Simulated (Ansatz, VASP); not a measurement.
Cu: VASP beside Ansatz

Contents of INCAR:

```
SYSTEM = Cu
PREC = Accurate
ENCUT = 700
EDIFF = 1E-7
ISMEAR = -1
SIGMA = 0.1
LREAL = .False.
LASPH = .True.
NELM = 120
ALGO = Normal
ISIF = 3
LWAVE = .False.
LCHARG = .False.
GGA = CA
IBRION = 2
NSW = 80
EDIFFG = -0.01
GGA_COMPAT = .False.
NELMIN = 4
```

KPOINTS

```
Automatic mesh
0
Gamma
  15 15 15
  0 0 0
```

File POSCAR:

```
Cu
1.0
   -1.4345978267      1.4345978267      1.4345978267
    1.4345978267     -1.4345978267      1.4345978267
    1.4345978267      1.4345978267     -1.4345978267
Cu
1
Direct
    0.0000000000      0.0000000000      0.0000000000
```

Input for Ansatz:

```yaml
crystal:
  lattice:
    - [-1.4345978267, 1.4345978267, 1.4345978267]
    - [1.4345978267, -1.4345978267, 1.4345978267]
    - [1.4345978267, 1.4345978267, -1.4345978267]
  atoms:
    - { symbol: Cu, position: [0.0, 0.0, 0.0] }
hamiltonian:
  xc: lda
  pseudopotentials:
    kind: paw
    azcp:
      Cu: "pseudopotentials/Cu.paw.azcp"
basis:
  ecutwfc: 420
  fft_grid_basis: typed
kpoints:
  mp_grid: { grid: [15, 15, 15], shift: [0, 0, 0] }
magnetization:
  spin_polarized: false
scf:
  occupations: { method: fermi_dirac, width: 0.1 }
relax:
  max_steps: 60
  f_tol: 0.01
  cell: {}
output:
  write_density: true
  write_potential: true
  elf: true
  volumetric_format: npy
```

Alike in both runs: task relaxation of cell and atoms; functional LDA; k mesh 15 × 15 × 15; occupations fermi-dirac, width 0.1 eV; no spin polarisation.

|  | VASP | Ansatz |
| --- | --- | --- |
| version | VASP 6.6.1 | Ansatz 0.2.0 |
| potentials or method | VASP PAW LDA potentials, release 64 (Cu_sv_GW), cutoff 700 eV | plane waves (420 eV) with PAW, scalar-relativistic |
| valence electrons in the cell | 19 | 19 |

Ansatz gave:

| Property | Result |
| --- | --- |
| relaxed volume (Å³/atom) | 10.93 |
| relaxed length of the cell vector where the two differ most in proportion (Å) | 2.421 |

Problem. Which values does VASP return?

Solution. Relaxed volume (Å³/atom): 10.73; relaxed length of the cell vector where the two differ most in proportion (Å): 2.407.

Ansatz warns that its potentials were made for another functional, while VASP's fit it. LDA's correlation is that of Perdew and Zunger in VASP and of Perdew and Wang (1992) in Ansatz.
